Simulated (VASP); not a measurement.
# TlOs3 (Pm-3m) in VASP: further runs

Runs on TlOs3. Level: PBE. Tasks: single point, relaxation of cell and atoms.

Program: VASP 6.6.1. These are calculated values, not measurements. Logs are shortened: lines on timing, memory, paths and dates and some standing lists are left out, and cuts for length are marked.

## 1. The cell of the first run

The structure is cubic, space group Pm-3m (No. 221). The conventional cell has a = 4.019 Å, b = 4.019 Å, c = 4.019 Å, α = 90.00°, β = 90.00°, γ = 90.00°. Within 3.7 Å of Tl (site symmetry m-3m) lie 12 Os at 2.84 Å. Within 3.7 Å of Os (site symmetry 4/mmm) lie 4 Tl at 2.84 Å and 8 Os at 2.84 Å.

## 2. Single point, PBE

The input, INCAR:

```
SYSTEM = TlOs3
PREC     = Accurate       ! precision mode
ENCUT    = 520            ! plane-wave cutoff, eV
EDIFF    = 1E-7           ! SCF threshold, eV
ISMEAR   = 0              ! smearing method
SIGMA    = 0.1            ! smearing width, eV
LREAL    = .FALSE.        ! projectors in reciprocal space
LASPH    = .TRUE.         ! aspherical terms in the spheres
NELM     = 80             ! most SCF steps
ALGO     = Normal         ! electronic algorithm
ISIF     = 2              ! what is computed and relaxed
LWAVE    = .FALSE.        ! write WAVECAR
LCHARG   = .FALSE.        ! write CHGCAR
GGA      = PE             ! functional
NBANDS   = 26             ! bands
```

The input, KPOINTS:

```
regular mesh
0
G
  4 4 4
  0 0 0
```

The input, POSCAR:

```
TlOs3
1.0
    4.0189552179      0.0000000000      0.0000000000
    0.0000000000      4.0189552179      0.0000000000
    0.0000000000      0.0000000000      4.0189552179
Tl Os
1 3
Direct
    0.0000000000      0.0000000000      0.0000000000
    0.0000000000      0.5000000000      0.5000000000
    0.5000000000      0.0000000000      0.5000000000
    0.5000000000      0.5000000000      0.0000000000
```

Potentials or basis: VASP PAW PBE potentials, release 64 (Tl_d, Os).

On the command line:

```bash
> cat potpaw_PBE.64/Tl_d/POTCAR potpaw_PBE.64/Os/POTCAR > POTCAR
> mpirun -np 1 vasp_std > vasp.out
```

OUTCAR:

```text
SYSTEM = TlOs3
   PREC = Accurate
   ENCUT = 520
   EDIFF = 1E-7
   ISMEAR = 0
   LREAL = .FALSE.
   LASPH = .TRUE.
   NELM = 80
   ISIF = 2
   GGA = PE

 ion  position               nearest neighbor table
   1  0.000  0.000  0.000-   2 2.84   3 2.84   4 2.84   2 2.84   3 2.84   2 2.84   4 2.84   2 2.84
                             3 2.84   4 2.84   3 2.84   4 2.84
   2  0.000  0.500  0.500-   1 2.84   3 2.84   4 2.84   1 2.84   4 2.84   1 2.84   3 2.84   1 2.84
                             3 2.84   4 2.84   4 2.84   3 2.84
   3  0.500  0.000  0.500-   1 2.84   2 2.84   4 2.84   1 2.84   4 2.84   2 2.84   4 2.84   4 2.84
                             1 2.84   2 2.84   1 2.84   2 2.84
   4  0.500  0.500  0.000-   1 2.84   2 2.84   3 2.84   2 2.84   3 2.84   1 2.84   3 2.84   3 2.84
                             1 2.84   2 2.84   2 2.84   1 2.84

  LATTYP: Found a simple cubic cell.
 ALAT       =     4.0189552179

  Lattice vectors:

 A1 = (   4.0189552179,   0.0000000000,   0.0000000000)
 A2 = (   0.0000000000,   4.0189552179,   0.0000000000)
 A3 = (   0.0000000000,   0.0000000000,   4.0189552179)

Analysis of symmetry for initial positions (statically):
=====================================================================
 Subroutine PRICEL returns:
 Original cell was already a primitive cell.

 Routine SETGRP: Setting up the symmetry group for a
 simple cubic supercell.

 Subroutine GETGRP returns: Found 48 space group operations
 (whereof 48 operations were pure point group operations)
 out of a pool of 48 trial point group operations.

The static configuration has the point symmetry O_h .

Analysis of symmetry for dynamics (positions and initial velocities):
=====================================================================
 Subroutine PRICEL returns:
 Original cell was already a primitive cell.

 Routine SETGRP: Setting up the symmetry group for a
 simple cubic supercell.

 Subroutine GETGRP returns: Found 48 space group operations
 (whereof 48 operations were pure point group operations)
 out of a pool of 48 trial point group operations.

The dynamic configuration has the point symmetry O_h .

 Subroutine INISYM returns: Found 48 space group operations
 (whereof 48 operations are pure point group operations),
 and found     1 'primitive' translations

----------------------------------------------------------------------------------------

                                     Primitive cell

  volume of cell :      64.9142

  direct lattice vectors                    reciprocal lattice vectors
     4.018955218  0.000000000  0.000000000     0.248820886  0.000000000  0.000000000
     0.000000000  4.018955218  0.000000000     0.000000000  0.248820886  0.000000000
     0.000000000  0.000000000  4.018955218     0.000000000  0.000000000  0.248820886

  length of vectors
     4.018955218  4.018955218  4.018955218     0.248820886  0.248820886  0.248820886

  position of ions in fractional coordinates (direct lattice)
     0.000000000  0.000000000  0.000000000
     0.000000000  0.500000000  0.500000000
     0.500000000  0.000000000  0.500000000
     0.500000000  0.500000000  0.000000000

  ion indices of the primitive-cell ions
   primitive index   ion index
                 1           1
                 2           2
                 3           3
                 4           4

----------------------------------------------------------------------------------------

 KPOINTS: regular mesh

Automatic generation of k-mesh.
 Grid dimensions read from file:
 generate k-points for:    4    4    4

 Generating k-lattice:

  Cartesian coordinates                     Fractional coordinates (reciprocal lattice)
     0.062205222  0.000000000  0.000000000     0.250000000  0.000000000  0.000000000
     0.000000000  0.062205222  0.000000000     0.000000000  0.250000000  0.000000000
     0.000000000  0.000000000  0.062205222     0.000000000  0.000000000  0.250000000

  Length of vectors
     0.062205222  0.062205222  0.062205222

  Shift w.r.t. Gamma in fractional coordinates (k-lattice)
     0.000000000  0.000000000  0.000000000

 Subroutine IBZKPT returns following result:
 ===========================================

 Found     10 irreducible k-points:

 Following reciprocal coordinates:
            Coordinates               Weight
  0.000000  0.000000  0.000000      1.000000
  0.250000  0.000000  0.000000      6.000000
  0.500000  0.000000  0.000000      3.000000
  0.250000  0.250000  0.000000     12.000000
  0.500000  0.250000  0.000000     12.000000
  0.500000  0.500000  0.000000      3.000000
  0.250000  0.250000  0.250000      8.000000
  0.500000  0.250000  0.250000     12.000000
  0.500000  0.500000  0.250000      6.000000
  0.500000  0.500000  0.500000      1.000000
   k-points           NKPTS =     10   k-points in BZ     NKDIM =     10   number of bands    NBANDS=     26
   number of dos      NEDOS =    301   number of ions     NIONS =      4
   total plane-waves  NPLWV =  27000
   dimension x,y,z NGX =    30 NGY =   30 NGZ =   30
   dimension x,y,z NGXF=    60 NGYF=   60 NGZF=   60
   ions per type =               1   3
   NGX,Y,Z   is equivalent  to a cutoff of  12.41, 12.41, 12.41 a.u.
   NGXF,Y,Z  is equivalent  to a cutoff of  24.82, 24.82, 24.82 a.u.
 SYSTEM =  TlOs3
   PREC   = accura    normal or accurate (medium, high low for compatibility)
   ISTART =      0    job   : 0-new  1-cont  2-samecut
   ICHARG =      2    charge: 1-file 2-atom 10-const
   ISPIN  =      1    spin polarized calculation?
   LNONCOLLINEAR =      F non collinear calculations
   LSORBIT =      F    spin-orbit coupling
   LASPH  =      T    aspherical Exc in radial PAW
   ENCUT  =  520.0 eV  38.22 Ry    6.18 a.u.   7.47  7.47  7.47*2*pi/ulx,y,z
   NELM   =     80;   NELMIN=  2; NELMDL= -5     # of ELM steps
   EDIFF  = 0.1E-06   stopping-criterion for ELM
   LREAL  =      F    real-space projection
   EDIFFG = 0.1E-05   stopping-criterion for IOM
   NSW    =      0    number of steps for IOM
   IBRION =     -1    ionic relax: 0-MD 1-quasi-New 2-CG
   NFREE  =      0    steps in history (QN), initial steepest desc. (CG)
   ISIF   =      2    stress and relaxation
   ISYM   =      2    0-nonsym 1-usesym 2-fastsym
   POTIM  = 0.5000    time-step for ionic-motion
   TEBEG  =    0.0;   TEEND  =   0.0 temperature during run
   PSTRESS=    0.0 pullay stress
   NELECT =      37.0000    total number of electrons
   NUPDOWN=      -1.0000    fix difference up-down
   EMIN   =  10.00;   EMAX   =-10.00  energy-range for DOS
   EFERMI =   0.00;   METHOD = LEGACY
   ISMEAR =     0;   SIGMA  =   0.10  broadening in eV -4-tet -1-fermi 0-gaus
   EFERMI_NEDOS =   21; number of points for ismear=-14 and -15
   IALGO  =     38    algorithm
   IMIX   =      4    mixing-type and parameters
     AMIX     =   0.40;   BMIX     =  1.00
     AMIX_MAG =   1.60;   BMIX_MAG =  1.00
  volume/ion in A,a.u.               =      16.23       109.52
  Fermi-wavevector in a.u.,A,eV,Ry     =   1.357362  2.565042 25.067791  1.842431
  Thomas-Fermi vector in A             =   2.484287
   LORBIT       =      0    0 simple, 1 ext, 2 COOP (PROOUT), +10 PAW based schemes
   GGA     = PE    functional components
   LHFCALC =     F    Hartree Fock is set to
   AEXX    =    0.0000 exact exchange contribution
   IVDW    =     0    specifies the selected vdW correction
   LEPSILON=     F    determine dielectric tensor
   LRPA    =     F    only Hartree local field effects (RPA)
 non-spin polarized calculation
 Gauss-broadening in eV      SIGMA  =   0.10
  energy-cutoff  :      520.00
  volume of cell :       64.91
 maximum number of plane-waves:      1763
 NGX is ok and might be reduce to    30
   NGX = 15   NGY = 15   NGZ = 15

 number of electron      37.0000006 magnetization

 Free energy of the ion-electron system (eV)
  ---------------------------------------------------
  ext. energy  EPLUGINS =         0.00000000
  ---------------------------------------------------
  free energy    TOTEN  =       -31.19080605 eV

  energy without entropy =      -31.14368409  energy(sigma->0) =      -31.16724507

 E-fermi :   8.9304     XC(G=0): -13.2171

 val. band max:        8.9301442811   @ k =   0.5000   0.5000   0.0000
 cond. band min:       8.9563292331   @ k =   0.5000   0.5000   0.2500
 fundamental gap:      0.0261849520
 Fermi energy:         8.9303829615

 k-point     1 :       0.0000    0.0000    0.0000
  band No.  band energies     occupation
      1      -3.2098      2.00000
      2      -3.2098      2.00000
      3      -3.0381      2.00000
      4      -3.0381      2.00000
      5      -3.0381      2.00000
      6      -2.3420      2.00000
[... 18 lines left out ...]
     25      13.8918      0.00000
     26      17.8713      0.00000

 k-point     2 :       0.2500    0.0000    0.0000
  band No.  band energies     occupation
      1      -3.1135      2.00000
      2      -3.0532      2.00000
      3      -3.0118      2.00000
      4      -2.9476      2.00000
      5      -2.9476      2.00000
      6      -1.5766      2.00000
[... 18 lines left out ...]
     25      13.4539      0.00000
     26      17.1739      0.00000

 k-point     3 :       0.5000    0.0000    0.0000
  band No.  band energies     occupation
      1      -3.0165      2.00000
      2      -2.9851      2.00000
      3      -2.9013      2.00000
      4      -2.8521      2.00000
      5      -2.8521      2.00000
      6       0.0756      2.00000
[... 166 lines left out ...]
 k-point     9 :       0.5000    0.5000    0.2500
  band No.  band energies     occupation
      1      -3.1385      2.00000
      2      -3.0251      2.00000
      3      -3.0251      2.00000
      4      -2.7992      2.00000
      5      -2.6685      2.00000
      6       0.5075      2.00000
[... 18 lines left out ...]
     25      13.5337      0.00000
     26      15.9632      0.00000

 k-point    10 :       0.5000    0.5000    0.5000
  band No.  band energies     occupation
      1      -3.1780      2.00000
      2      -3.1780      2.00000
      3      -3.1780      2.00000
      4      -2.7077      2.00000
      5      -2.7077      2.00000
      6       0.1506      2.00000
[... 18 lines left out ...]
     25      12.1384      0.00000
     26      15.1585      0.00000

------------------------ aborting loop because EDIFF is reached ----------------------------------------

  FORCE on cell =-STRESS in cart. coord.  units (eV):
  Direction    XX          YY          ZZ          XY          YZ          ZX
  --------------------------------------------------------------------------------------
  -------------------------------------------------------------------------------------
  Total       -0.0147075     -0.0147075     -0.0147075      0.0000000      0.0000000      0.0000000
  in kB       -0.3630025     -0.3630025     -0.3630025      0.0000000      0.0000000      0.0000000
  external PRESSURE =      -0.3630025 kB  Pullay stress =       0.0000000 kB

 VOLUME and BASIS-vectors are now :
 -----------------------------------------------------------------------------
  energy-cutoff  :      520.00
  volume of cell :       64.91
      direct lattice vectors                 reciprocal lattice vectors
     4.018955218  0.000000000  0.000000000     0.248820886  0.000000000  0.000000000
     0.000000000  4.018955218  0.000000000     0.000000000  0.248820886  0.000000000
     0.000000000  0.000000000  4.018955218     0.000000000  0.000000000  0.248820886

 POSITION                                       TOTAL-FORCE (eV/Angst)
 -----------------------------------------------------------------------------------
      0.00000      0.00000      0.00000         0.000000      0.000000      0.000000
      0.00000      2.00948      2.00948         0.000000      0.000000      0.000000
      2.00948      0.00000      2.00948         0.000000      0.000000      0.000000
      2.00948      2.00948      0.00000         0.000000      0.000000      0.000000
 -----------------------------------------------------------------------------------
    total drift:                               -0.000000      0.000000     -0.000000

  FREE ENERGIE OF THE ION-ELECTRON SYSTEM (eV)
  ---------------------------------------------------
  free  energy   TOTEN  =       -31.1908060507 eV

  energy  without entropy=      -31.1436840879  energy(sigma->0) =      -31.16724507
```

It took 16 s on 1 thread of AMD EPYC 7R13, shared host; peak memory 0.14 GiB.

Results:

- Free energy: -31.1908 eV
- Pressure: 0.0 GPa
- Band gap on the k mesh: zero (an odd number of electrons rules out a gap without spin polarisation)

Caveat: the k points lie up to 0.39 Å⁻¹ apart, too coarse for converged energies and pressures of a metal; spin-orbit coupling is left out, which moves the levels of the heavy elements.

## 3. Relaxation of cell and atoms, PBE

This run uses another cell than the first one, of 16.87 Å³/atom.

The input, INCAR:

```
SYSTEM = TlOs3
PREC = Accurate ; ENCUT = 600
EDIFF = 1E-7 ; ISMEAR = 0
SIGMA = 0.1 ; LREAL = .FALSE.
LASPH = .TRUE. ; NELM = 100
ALGO = Normal ; ISIF = 3
LWAVE = .FALSE. ; LCHARG = .FALSE.
GGA = PE ; IBRION = 2
NSW = 90 ; EDIFFG = -0.04
```

The input, KPOINTS:

```
Automatic mesh
0
G
  4 4 4
  0 0 0
```

The input, POSCAR:

```
TlOs3
1.0
    4.0708928315      0.0000000000      0.0000000000
    0.0000000000      4.0708928315      0.0000000000
    0.0000000000      0.0000000000      4.0708928315
Tl Os
1 3
Direct
    0.0000000000      0.0000000000      0.0000000000
    0.0000000000      0.5000000000      0.5000000000
    0.5000000000      0.0000000000      0.5000000000
    0.5000000000      0.5000000000      0.0000000000
```

Potentials or basis: VASP PAW PBE potentials, release 64 (Tl_d, Os).

On the command line:

```bash
> cat potpaw_PBE.64/Tl_d/POTCAR potpaw_PBE.64/Os/POTCAR > POTCAR
> mpirun -np 1 vasp_std > vasp.out
```

It took 71 s on 1 thread of AMD EPYC 7R13, shared host; peak memory 0.19 GiB.

Results (log left out):

```yaml
Free_energy: -31.1934 eV
Relaxed_volume: 16.26 Å³/atom
Relaxed_cell: a = 4.021 Å, b = 4.021 Å, c = 4.021 Å, α = 90.00°, β = 90.00°, γ = 90.00°
Space_group_after_relaxing_to_0.1_Å: Pm-3m (No. 221)
Energy_gained_by_relaxing: 18.3 meV/atom
Ionic_steps: 3
Pressure_after_relaxing: -0.4 GPa
Band_gap_on_the_k_mesh: zero (an odd number of electrons rules out a gap without spin polarisation)
```

Step by step:
```csv
step,energy change (eV),largest force (eV/Å),pressure (GPa),volume (Å³)
1,0.0000,0.0000,-8.90,67.46
2,0.5075,0.0000,33.13,58.72
3,-0.0731,0.0000,-0.37,65.03
```

Final structure:
```xyz
4
Lattice="4.0213 0.0000 0.0000 0.0000 4.0213 0.0000 0.0000 0.0000 4.0213" Properties=species:S:1:pos:R:3 pbc="T T T"
Tl    0.0000    0.0000    0.0000
Os    0.0000    2.0106    2.0106
Os    2.0106    0.0000    2.0106
Os    2.0106    2.0106    0.0000
```

Levels at points of the mesh, in eV from the Fermi level:
```tsv
k point	band 16	band 17	band 18	band 19	band 20	band 21	band 22
(0.00, 0.00, 0.00)	0.36	0.36	0.36	0.93	0.93	1.98	2.63
(0.50, 0.00, 0.00)	-1.06	-0.90	-0.68	-0.68	-0.67	1.01	2.64
(0.50, 0.50, 0.00)	-1.13	-1.10	-1.10	-0.33	-0.12	0.00	0.74
(0.50, 0.50, 0.50)	-0.55	-0.55	-0.55	-0.17	0.18	0.18	2.06
```

Caveat: the k points lie up to 0.39 Å⁻¹ apart in the final cell, too coarse for converged energies and pressures of a metal; spin-orbit coupling is left out, which moves the levels of the heavy elements.
